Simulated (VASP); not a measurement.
IrPt2, 3 atoms in the cell. It takes space group P6/mmm (No. 191, hexagonal). Conventional cell: a = 3.925 Å, b = 3.925 Å, c = 4.008 Å, α = 90.00°, β = 90.00°, γ = 120.00°. Within 4.1 Å of Ir (site symmetry 6/mmm) lie 12 Pt at 3.02 Å and 8 Ir at 3.92 to 4.01 Å. Pt (site symmetry -6m2) has 3 Pt at 2.27 Å and 6 Ir at 3.02 Å within 3.1 Å. The cell was built from a structure type or drawn by symmetry, and may not be a known phase.

| Item | Value |
| --- | --- |
| Program | VASP 6.6.1 |
| Task | relaxation of cell and atoms |
| Functional | PBE |
| Potentials or basis | VASP PAW PBE potentials, release 64 (Ir, Pt) |
| Cutoff | 500 eV |
| k mesh | 6 × 6 × 5 |
| Occupations | gaussian, width 0.2 eV |
| Spin | no spin polarisation |
| Dipole correction | no |
| Further INCAR settings | ALGO = Normal; EDIFF = 1e-07; IBRION = 2; EDIFFG = -0.08; NSW = 36; ISIF = 3 |

Potentials or basis: VASP PAW PBE potentials, release 64 (Ir, Pt).

Launch:

```bash
$ cat potpaw_PBE.64/Ir/POTCAR potpaw_PBE.64/Pt/POTCAR > POTCAR
$ mpirun -np 1 vasp_std > vasp.out
```

Hardware: 1 thread of Intel(R) Xeon(R) Platinum 8375C CPU @ 2.90GHz (Ice Lake) (shared host).

**Question.** How long does it take, and how much memory?

**Answer.** It took 6.8 min on 1 thread of Intel(R) Xeon(R) Platinum 8375C CPU @ 2.90GHz (Ice Lake) (shared host), peak memory 0.2 GiB. Counts: scf iterations 229, k points 21, ion steps 19.
